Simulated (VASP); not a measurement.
# Ir (P2_1/m) in VASP: single point with r2SCAN

Aim: the single point of Ir with r2SCAN.

Everything below comes from runs of VASP 6.6.1. Logs are shortened: lines on timing, memory, paths and dates and some standing lists are left out, and cuts for length are marked.

## Step 1: The cell of the first run

Symmetry: P2_1/m, No. 11, monoclinic system. The conventional cell has a = 2.663 Å, b = 4.462 Å, c = 2.753 Å, α = 90.00°, β = 116.74°, γ = 90.00°. Within 3.5 Å of Ir (site symmetry m) lie 12 Ir at 2.66 to 2.84 Å.

## Step 2: Single point, r2SCAN (strain -0.0750 x Voigt [0, 0, 0, 0, 0, 1])

Contents of POSCAR:

```
Ir
1.0
    2.7513778946     -0.1031766710      0.0000000000
   -1.4650425655      2.4343514876      0.0000000000
    0.0000000000      0.0000000000      4.4622900000
Ir
2
Direct
    0.6666666667      0.3333333333      0.7500000000
    0.3333333333      0.6666666667      0.2500000000
```

Contents of INCAR.step1:

```
PREC = Accurate
ENCUT = 520
ISMEAR = 0
SIGMA = 0.15
LREAL = False
LASPH = True
NELM = 60
NBANDS = 16
GGA = PE
ALGO = Normal
EDIFF = 1E-4
LWAVE = True
LCHARG = False
```

Contents of INCAR.step2:

```
PREC = Accurate
ENCUT = 520
EDIFF = 1E-6
ISMEAR = 0
SIGMA = 0.15
LREAL = False
LASPH = True
NELM = 60
ALGO = Normal
ISIF = 2
LWAVE = False
LCHARG = False
METAGGA = R2SCAN
LMIXTAU = True
NBANDS = 16
ISTART = 1
```

Contents of KPOINTS:

```
Automatic mesh
0
Gamma
  18 18 12
```

Potentials or basis: VASP PAW PBE potentials, release 64 (Ir).

Launch:

```
> cat potpaw_PBE.64/Ir/POTCAR > POTCAR
> cp INCAR.step1 INCAR
> mpirun -np 1 vasp_std > vasp.out
> cp INCAR.step2 INCAR
> mpirun -np 1 vasp_std > vasp.out
```

OUTCAR:

```text
PREC = Accurate
   ENCUT = 520
   EDIFF = 1E-6
   ISMEAR = 0
   LREAL = False
   LASPH = True
   NELM = 60
   ISIF = 2
   METAGGA = R2SCAN
   ISTART = 1

 ion  position               nearest neighbor table
   1  0.667  0.333  0.750-   2 2.71   2 2.71   2 2.74   2 2.74   2 2.77   2 2.77
   2  0.333  0.667  0.250-   1 2.71   1 2.71   1 2.74   1 2.74   1 2.77   1 2.77

  LATTYP: Found a simple monoclinic cell.
 ALAT       =     2.6625241040
 B/A-ratio  =     1.6759622921
 C/A-ratio  =     1.0340983480
 COS(beta)  =    -0.4499768366

  Lattice vectors:

 A1 = (   1.2863353291,   2.3311748166,   0.0000000000)
 A2 = (   0.0000000000,   0.0000000000,  -4.4622900000)
 A3 = (  -2.7513778946,   0.1031766710,   0.0000000000)

Analysis of symmetry for initial positions (statically):
=====================================================================
 Subroutine PRICEL returns:
 Original cell was already a primitive cell.

 Routine SETGRP: Setting up the symmetry group for a
 simple monoclinic supercell.

 Subroutine GETGRP returns: Found  4 space group operations
 (whereof  2 operations were pure point group operations)
 out of a pool of  4 trial point group operations.

The static configuration has the point symmetry S_2 .
 The point group associated with its full space group is C_2h.

Analysis of symmetry for dynamics (positions and initial velocities):
=====================================================================
 Subroutine PRICEL returns:
 Original cell was already a primitive cell.

 Routine SETGRP: Setting up the symmetry group for a
 simple monoclinic supercell.

 Subroutine GETGRP returns: Found  4 space group operations
 (whereof  2 operations were pure point group operations)
 out of a pool of  4 trial point group operations.

The dynamic configuration has the point symmetry S_2 .
 The point group associated with its full space group is C_2h.

 Subroutine INISYM returns: Found  4 space group operations
 (whereof  2 operations are pure point group operations),
 and found     1 'primitive' translations

----------------------------------------------------------------------------------------

                                     Primitive cell

  volume of cell :      29.2131

  direct lattice vectors                    reciprocal lattice vectors
     2.751377895 -0.103176671  0.000000000     0.371846178  0.223784643  0.000000000
    -1.465042565  2.434351488  0.000000000     0.015760194  0.420271830  0.000000000
     0.000000000  0.000000000  4.462290000     0.000000000  0.000000000  0.224100182

  length of vectors
     2.753311778  2.841199902  4.462290000     0.433992104  0.420567230  0.224100182

  position of ions in fractional coordinates (direct lattice)
     0.666666667  0.333333333  0.750000000
     0.333333333  0.666666667  0.250000000

  ion indices of the primitive-cell ions
   primitive index   ion index
                 1           1
                 2           2

----------------------------------------------------------------------------------------

 KPOINTS: Automatic mesh

Automatic generation of k-mesh.
 Grid dimensions read from file:
 generate k-points for:   18   18   12

 Generating k-lattice:

  Cartesian coordinates                     Fractional coordinates (reciprocal lattice)
     0.020658121  0.012432480  0.000000000     0.055555556  0.000000000  0.000000000
     0.000875566  0.023348435  0.000000000     0.000000000  0.055555556  0.000000000
     0.000000000  0.000000000  0.018675015     0.000000000  0.000000000  0.083333333

  Length of vectors
     0.024110672  0.023364846  0.018675015

  Shift w.r.t. Gamma in fractional coordinates (k-lattice)
     0.000000000  0.000000000  0.000000000

 Subroutine IBZKPT returns following result:
 ===========================================

 Found   1148 irreducible k-points:

 Following reciprocal coordinates:
            Coordinates               Weight
  0.000000  0.000000  0.000000      1.000000
  0.055556  0.000000  0.000000      2.000000
  0.111111  0.000000  0.000000      2.000000
  0.166667  0.000000  0.000000      2.000000
  0.222222  0.000000  0.000000      2.000000
  0.277778  0.000000  0.000000      2.000000
[... 16 lines left out ...]
 -0.333333  0.055556  0.000000      2.000000
 -0.277778  0.055556  0.000000      2.000000
 [... further k-points ...]
   k-points           NKPTS =   1148   k-points in BZ     NKDIM =   1148   number of bands    NBANDS=     16
   number of dos      NEDOS =    301   number of ions     NIONS =      2
   total plane-waves  NPLWV =  17280
   dimension x,y,z NGX =    20 NGY =   24 NGZ =   36
   dimension x,y,z NGXF=    40 NGYF=   48 NGZF=   72
   ions per type =               2
   NGX,Y,Z   is equivalent  to a cutoff of  12.08, 14.04, 13.41 a.u.
   NGXF,Y,Z  is equivalent  to a cutoff of  24.15, 28.09, 26.82 a.u.
 SYSTEM =  unknown system
   PREC   = accura    normal or accurate (medium, high low for compatibility)
   ISTART =      1    job   : 0-new  1-cont  2-samecut
   ICHARG =      0    charge: 1-file 2-atom 10-const
   ISPIN  =      1    spin polarized calculation?
   LNONCOLLINEAR =      F non collinear calculations
   LSORBIT =      F    spin-orbit coupling
   LASPH  =      T    aspherical Exc in radial PAW
   ENCUT  =  520.0 eV  38.22 Ry    6.18 a.u.   5.12  5.28  8.30*2*pi/ulx,y,z
   NELM   =     60;   NELMIN=  2; NELMDL=  0     # of ELM steps
   EDIFF  = 0.1E-05   stopping-criterion for ELM
   LREAL  =      F    real-space projection
   EDIFFG = 0.1E-04   stopping-criterion for IOM
   NSW    =      0    number of steps for IOM
   IBRION =     -1    ionic relax: 0-MD 1-quasi-New 2-CG
   NFREE  =      0    steps in history (QN), initial steepest desc. (CG)
   ISIF   =      2    stress and relaxation
   ISYM   =      2    0-nonsym 1-usesym 2-fastsym
   POTIM  = 0.5000    time-step for ionic-motion
   TEBEG  =    0.0;   TEEND  =   0.0 temperature during run
   PSTRESS=    0.0 pullay stress
   NELECT =      18.0000    total number of electrons
   NUPDOWN=      -1.0000    fix difference up-down
   EMIN   =  10.00;   EMAX   =-10.00  energy-range for DOS
   EFERMI =   0.00;   METHOD = LEGACY
   ISMEAR =     0;   SIGMA  =   0.15  broadening in eV -4-tet -1-fermi 0-gaus
   EFERMI_NEDOS =   21; number of points for ismear=-14 and -15
   IALGO  =     38    algorithm
   IMIX   =      4    mixing-type and parameters
     AMIX     =   0.40;   BMIX     =  1.00
     AMIX_MAG =   1.60;   BMIX_MAG =  1.00
  volume/ion in A,a.u.               =      14.61        98.57
  Fermi-wavevector in a.u.,A,eV,Ry     =   1.393070  2.632521 26.404082  1.940645
  Thomas-Fermi vector in A             =   2.516752
   LORBIT       =      0    0 simple, 1 ext, 2 COOP (PROOUT), +10 PAW based schemes
   METAGGA = R2SCAN    functional components
   LHFCALC =     F    Hartree Fock is set to
   AEXX    =    0.0000 exact exchange contribution
   IVDW    =     0    specifies the selected vdW correction
   LEPSILON=     F    determine dielectric tensor
   LRPA    =     F    only Hartree local field effects (RPA)
 non-spin polarized calculation
 Gauss-broadening in eV      SIGMA  =   0.15
  energy-cutoff  :      520.00
  volume of cell :       29.21
 maximum number of plane-waves:       810
   NGX = 11   NGY = 11   NGZ = 17

 number of electron      17.9999999 magnetization

 Free energy of the ion-electron system (eV)
  ---------------------------------------------------
  ext. energy  EPLUGINS =         0.00000000
  ---------------------------------------------------
  free energy    TOTEN  =      -104.45773631 eV

  energy without entropy =     -104.43191040  energy(sigma->0) =     -104.44482335

 E-fermi :   9.7554     XC(G=0): -15.1086

 val. band max:        9.7506740723   @ k =   0.4444   0.1111   0.1667
 cond. band min:       9.7571415120   @ k =   0.2222   0.1667   0.1667
 fundamental gap:      0.0064674397
 Fermi energy:         9.7553903207

 k-point     1 :       0.0000    0.0000    0.0000
  band No.  band energies     occupation
      1      -1.5481      2.00000
      2       1.5713      2.00000
      3       5.2153      2.00000
      4       5.7433      2.00000
      5       5.9950      2.00000
      6       6.7371      2.00000
[... 8 lines left out ...]
     15      27.0783      0.00000
     16      28.0816      0.00000

 k-point     2 :       0.0556    0.0000    0.0000
  band No.  band energies     occupation
      1      -1.4153      2.00000
      2       1.6938      2.00000
      3       5.3095      2.00000
      4       5.7662      2.00000
      5       6.0547      2.00000
      6       6.7245      2.00000
[... 8 lines left out ...]
     15      27.2453      0.00000
     16      28.3169      0.00000

 k-point     3 :       0.1111    0.0000    0.0000
  band No.  band energies     occupation
      1      -1.0271      2.00000
      2       2.0403      2.00000
      3       5.4335      2.00000
      4       5.8431      2.00000
      5       6.2926      2.00000
      6       6.7559      2.00000
[... 8 lines left out ...]
     15      27.6796      0.00000
     16      28.7929      0.00000

 k-point     4 :       0.1667    0.0000    0.0000
  band No.  band energies     occupation
      1      -0.4176      2.00000
      2       2.5314      2.00000
      3       5.2089      2.00000
      4       5.8624      2.00000
      5       6.3041      2.00000
      6       6.4372      2.00000
[... 8 lines left out ...]
     15      27.5881      0.00000
     16      27.9232      0.00000
[... 324 lines left out ...]
 k-point    22 :      -0.3889    0.0556    0.0000
  band No.  band energies     occupation
      1       2.0854      2.00000
      2       2.7478      2.00000
      3       3.4197      2.00000
      4       5.4551      2.00000
      5       5.5236      2.00000
      6       6.4891      2.00000
[... 8 lines left out ...]
     15      21.8741      0.00000
     16      24.8415      0.00000

 k-point    23 :      -0.3333    0.0556    0.0000
  band No.  band energies     occupation
      1       1.5543      2.00000
      2       3.0136      2.00000
      3       3.9351      2.00000
      4       5.0994      2.00000
      5       5.6890      2.00000
      6       6.2573      2.00000
[... 8 lines left out ...]
     15      23.2518      0.00000
     16      25.6077      0.00000

 k-point    24 :      -0.2778    0.0556    0.0000
  band No.  band energies     occupation
      1       0.7973      2.00000
      2       3.1161      2.00000
      3       4.5991      2.00000
      4       4.8194      2.00000
      5       5.9703      2.00000
      6       6.0835      2.00000
[... 8 lines left out ...]
     15      24.6422      0.00000
     16      26.5827      0.00000

 [... further k-points ...]

------------------------ aborting loop because EDIFF is reached ----------------------------------------

  FORCE on cell =-STRESS in cart. coord.  units (eV):
  Direction    XX          YY          ZZ          XY          YZ          ZX
  --------------------------------------------------------------------------------------
  -------------------------------------------------------------------------------------
  Total       -0.9109857     -0.2897197     -1.2532954      2.6898726      0.0000000      0.0000000
  in kB      -49.9625268    -15.8895245    -68.7363183    147.5246313      0.0000000      0.0000000
  external PRESSURE =     -44.8627899 kB  Pullay stress =       0.0000000 kB

 VOLUME and BASIS-vectors are now :
 -----------------------------------------------------------------------------
  energy-cutoff  :      520.00
  volume of cell :       29.21
      direct lattice vectors                 reciprocal lattice vectors
     2.751377895 -0.103176671  0.000000000     0.371846178  0.223784643  0.000000000
    -1.465042565  2.434351488  0.000000000     0.015760194  0.420271830  0.000000000
     0.000000000  0.000000000  4.462290000     0.000000000  0.000000000  0.224100182

 POSITION                                       TOTAL-FORCE (eV/Angst)
 -----------------------------------------------------------------------------------
      1.34590      0.74267      3.34672        -0.100896      0.007390      0.000000
     -0.05957      1.58851      1.11557         0.100896     -0.007390     -0.000000
 -----------------------------------------------------------------------------------
    total drift:                                0.000000     -0.000000      0.000000

  FREE ENERGIE OF THE ION-ELECTRON SYSTEM (eV)
  ---------------------------------------------------
  free  energy   TOTEN  =      -104.4577363131 eV

  energy  without entropy=     -104.4319103954  energy(sigma->0) =     -104.44482335
```

It took 14 min on 1 thread of Intel Xeon 6975P-C (Granite Rapids), shared host; peak memory 0.54 GiB.

What came out:

| Item | Value |
| --- | --- |
| Free energy | -104.4577 eV |
| Pressure | -4.5 GPa |
| Largest force | 0.101 eV/Å |
| Band gap on the k mesh | zero (bands 9 and 10 overlap by 3.48 eV) |

Forces in eV/Å, atoms in the order of the input:
```
Ir  -0.101  0.007  0.000
Ir   0.101 -0.007  0.000
```

Levels at points of the mesh, in eV from the Fermi level:
| k point | band 7 | band 8 | band 9 | band 10 | band 11 | band 12 |
| --- | --- | --- | --- | --- | --- | --- |
| (0.00, 0.00, 0.00) | -2.54 | -2.45 | -2.18 | -0.70 | 0.09 | 0.46 |
| (0.50, 0.00, 0.00) | -2.54 | 0.79 | 0.87 | 1.26 | 3.31 | 4.98 |
| (0.00, 0.50, 0.00) | -2.96 | 0.50 | 0.90 | 0.92 | 3.14 | 4.65 |
| (0.50, 0.50, 0.00) | -3.41 | 0.52 | 0.93 | 1.09 | 2.71 | 4.09 |
| (0.00, 0.00, 0.50) | -3.25 | -3.25 | -0.68 | -0.68 | -0.24 | -0.24 |
| (0.50, 0.00, 0.50) | -0.71 | -0.71 | 1.10 | 1.10 | 2.39 | 2.39 |
| (0.00, 0.50, 0.50) | -0.92 | -0.92 | 0.75 | 0.75 | 2.19 | 2.19 |
| (0.50, 0.50, 0.50) | -1.14 | -1.14 | 0.78 | 0.78 | 1.86 | 1.86 |

Caveat: the cell differs from its parent crystal (strain -0.0750 x Voigt [0, 0, 0, 0, 0, 1]); the stress differs along the axes, from -7 to -2 GPa; the PAW data sets were made with another functional, which shifts forces and pressure a little; spin-orbit coupling is left out, which moves the levels of the heavy elements.
